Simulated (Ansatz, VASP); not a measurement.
## Hf2N in VASP and in Ansatz

INCAR

```
PREC = Accurate ; ENCUT = 520
EDIFF = 1E-6 ; ISMEAR = 0
SIGMA = 0.15 ; LREAL = F
LASPH = T ; NELM = 100
ALGO = Normal ; ISIF = 2
LWAVE = F ; LCHARG = T
GGA = PS ; LELF = T
LVHAR = T ; NBANDS = 34
```

Contents of KPOINTS:

```
Automatic mesh
0
Gamma
  10 10 14
```

File POSCAR:

```
Hf2N
1.0
    5.4544050923      0.0000000000      0.0000000000
    0.0000000000      5.4544050923      0.0000000000
    0.0000000000      0.0000000000      3.3242724528
Hf N
4 2
Direct
    0.2954633019      0.2954633019      0.0000000000
    0.7045366981      0.7045366981      0.0000000000
    0.7954633019      0.2045366981      0.5000000000
    0.2045366981      0.7954633019      0.5000000000
    0.0000000000      0.0000000000      0.0000000000
    0.5000000000      0.5000000000      0.5000000000
```

Input for Ansatz:

```yaml
crystal:
  lattice:
    - [5.4544050923, 0.0, 0.0]
    - [0.0, 5.4544050923, 0.0]
    - [0.0, 0.0, 3.3242724528]
  atoms:
    - { symbol: Hf, position: [0.2954633019, 0.2954633019, 0.0] }
    - { symbol: Hf, position: [0.7045366981, 0.7045366981, 0.0] }
    - { symbol: Hf, position: [0.7954633019, 0.2045366981, 0.5] }
    - { symbol: Hf, position: [0.2045366981, 0.7954633019, 0.5] }
    - { symbol: "N", position: [0.0, 0.0, 0.0] }
    - { symbol: "N", position: [0.5, 0.5, 0.5] }
basis:
  ecutwfc: 420
kpoints:
  mp_grid: { grid: [10, 10, 14] }
hamiltonian:
  xc: pbesol
scf:
  occupations: { method: gaussian, width: 0.15 }
output:
  forces: true
  stress: true
  eigenvalues: true
```

Change from the starting cell: strain +0.030 along x and y, +0.030 along z, atoms carried along.

Alike in both runs: task single point; functional PBEsol; k mesh 10 × 10 × 14; occupations gaussian, width 0.15 eV; no spin polarisation.

|  | VASP | Ansatz |
| --- | --- | --- |
| version | VASP 6.6.1 | Ansatz 0.2.0 |
| potentials or method | VASP PAW PBE potentials, release 64 (Hf_pv, N), cutoff 520 eV | scalar-relativistic, plane waves, PAW |
| valence electrons in the cell | 50 | 114 |

```csv
,VASP,Ansatz,Ansatz less VASP
gap on the k mesh at the Fermi level (eV),none,none,-
pressure (GPa),-16.2,-15.2,+0.98
"traceless stress, the component that is largest in VASP (GPa)",-0.68,-0.59,+0.090
rms of the force components (eV/Å),0.063,0.059,-0.0047
```

VASP's potentials were made for PBE, not for PBEsol. Atom by atom the forces differ by 0.005 eV/Å (rms over components). A gap of «none» marks a metal or a gap that the smearing closes. VASP's potentials hold 50 valence electrons a cell and Ansatz's 114, so a difference there can come from the potentials and not from the codes.

Neither program's run includes spin-orbit coupling.
